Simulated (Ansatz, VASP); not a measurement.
## Si3Mo: VASP beside Ansatz

INCAR

```
SYSTEM = Si3Mo
PREC     = Accurate       ! precision mode
ENCUT    = 600            ! plane-wave cutoff, eV
EDIFF    = 1E-7           ! SCF threshold, eV
ISMEAR   = 0              ! smearing method
SIGMA    = 0.1            ! smearing width, eV
LREAL    = .False.        ! projectors in reciprocal space
LASPH    = .True.         ! aspherical terms in the spheres
NELM     = 60             ! most SCF steps
ALGO     = Normal         ! electronic algorithm
ISIF     = 3              ! what is computed and relaxed
LWAVE    = .False.        ! write WAVECAR
LCHARG   = .False.        ! write CHGCAR
GGA      = PE             ! functional
IBRION   = 2              ! ionic algorithm
NSW      = 100            ! ionic steps
EDIFFG   = -0.01          ! ionic threshold
```

Contents of KPOINTS:

```
regular mesh
0
Gamma
  12 12 12
  0 0 0
```

The input POSCAR:

```
Si3Mo
1.0
    3.8274465554      0.0000000000      0.0000000000
    0.0000000000      3.8274465554      0.0000000000
    0.0000000000      0.0000000000      3.8274465554
Si Mo
3 1
Direct
    0.0000000000      0.5000000000      0.5000000000
    0.5000000000      0.0000000000      0.5000000000
    0.5000000000      0.5000000000      0.0000000000
    0.0000000000      0.0000000000      0.0000000000
```

Input for Ansatz:

```yaml
crystal:
  lattice:
    - [3.8274465554, 0.0, 0.0]
    - [0.0, 3.8274465554, 0.0]
    - [0.0, 0.0, 3.8274465554]
  atoms:
    - { symbol: Si, position: [0.0, 0.5, 0.5] }
    - { symbol: Si, position: [0.5, 0.0, 0.5] }
    - { symbol: Si, position: [0.5, 0.5, 0.0] }
    - { symbol: Mo, position: [0.0, 0.0, 0.0] }
basis:
  ecutwfc: 420
kpoints:
  mp_grid: { grid: [12, 12, 12] }
hamiltonian:
  xc: pbe
scf:
  occupations: { method: gaussian, width: 0.1 }
output:
  forces: true
  stress: true
  eigenvalues: true
relax:
  adjacent_minimum: "off"
  f_tol: 0.01
  max_steps: 80
  cell: { stress_tol: 0.05 }
```

Change from the starting cell: species swapped into the ZnPd3 type (Pm-3m, No. 221).

Alike in both runs: task relaxation of cell and atoms; functional PBE; k mesh 12 × 12 × 12; occupations gaussian, width 0.1 eV; no spin polarisation.

|  | VASP | Ansatz |
| --- | --- | --- |
| version | VASP 6.6.1 | Ansatz 0.2.0 |
| potentials or method | VASP PAW PBE potentials, release 64 (Si, Mo_sv), cutoff 600 eV | scalar-relativistic, plane waves, PAW |
| valence electrons in the cell | 26 | 26 |

```tsv
	VASP	Ansatz	Ansatz less VASP
gap on the k mesh at the Fermi level, each at its own relaxed structure (eV)	none	none	-
relaxed volume (Å³/atom)	13.91	13.91	-0.003
relaxed cell length with the largest relative difference (Å)	3.818	3.818	-0.0003
```

A gap of «none» marks a metal or a gap that the smearing closes.
